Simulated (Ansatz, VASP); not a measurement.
One calculation of BAs, two programs

```
B As
1.0
     3.38435    0.00000    0.00000
    -1.69217    2.93093    0.00000
     0.00000    0.00000    9.99615
B As
2 2
Direct
  0.33333 0.66667 0.25000
  0.66667 0.33333 0.75000
  0.66667 0.33333 0.25000
  0.33333 0.66667 0.75000
```

Alike in both runs: task single point; functional PBE; k mesh 9 × 9 × 2; no spin polarisation.

```csv
,VASP,Ansatz
version,VASP 6.6.1,Ansatz 0.2.0
potentials or method,"VASP PAW PBE potentials, release 64 (B, As_d)","plane waves, PAW"
plane-wave cutoff (eV),600,420
occupations,"gaussian, width 0.01 eV",fixed
valence electrons in the cell,36,36
```

```csv
,VASP,Ansatz,Ansatz less VASP
gap on the k mesh at the Fermi level (eV),0.76,0.75,-0.004
pressure (GPa),-0.2,0.0,+0.17
"traceless stress, the component that is largest in VASP (GPa)",0.16,0.01,-0.142
```
